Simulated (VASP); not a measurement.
## MoH4: single point with PBE

MoH4:

```
CELL_PARAMETERS angstrom
2.85098 0.00000 0.00000
-1.42549 2.46902 0.00000
0.00000 0.00000 5.69723
ATOMIC_POSITIONS crystal
H 0.33333 0.66667 0.20041
H 0.33333 0.66667 0.79959
H 0.66667 0.33333 0.20041
H 0.66667 0.33333 0.79959
Mo 0.00000 0.00000 0.00000
```

```json
{"Program": "VASP 6.6.1", "Task": "single point", "Functional": "PBE", "Potentials or basis": "VASP PAW PBE potentials, release 64 (H, Mo_sv)", "Cutoff": "520 eV", "k mesh": "6 × 6 × 4", "Occupations": "gaussian, width 0.1 eV", "Spin": "no spin polarisation"}
```

The pressure is -0.2 GPa. The largest force is 0.006 eV/Å. The band gap on the k mesh is zero (band 9 reaches 4.44 eV, above the bottom of band 10 at 4.29 eV).

Forces on the atoms (eV/Å):
```
H    0.000  0.000  0.006
H    0.000  0.000 -0.006
H    0.000  0.000  0.006
H    0.000  0.000 -0.006
Mo   0.000  0.000  0.000
```

Stress tensor (GPa, compression positive):
```
-0.31  0.00  0.00
 0.00 -0.31  0.00
 0.00  0.00 -0.08
```

Levels at points of the mesh, in eV from the Fermi level:
| k point | band 6 | band 7 | band 8 | band 9 | band 10 | band 11 | band 12 | band 13 |
| --- | --- | --- | --- | --- | --- | --- | --- | --- |
| (0.00, 0.00, 0.00) | -7.52 | -3.48 | -1.76 | -1.76 | 1.15 | 1.15 | 3.80 | 4.49 |
| (0.50, 0.00, 0.00) | -7.29 | -5.69 | -1.18 | -0.83 | 0.00 | 2.89 | 4.98 | 6.00 |
| (0.00, 0.00, 0.50) | -7.84 | -3.12 | -1.76 | -1.76 | 1.15 | 1.15 | 3.82 | 4.41 |
| (0.50, 0.00, 0.50) | -7.27 | -5.57 | -1.44 | -0.63 | -0.01 | 2.89 | 5.01 | 5.32 |

Run time: 16 s on 1 thread of AMD EPYC 7R43 64-Core Processor (Zen 3), with other jobs on the host, peak memory 0.12 GiB.

Caveat: the k points lie up to 0.42 Å⁻¹ apart.
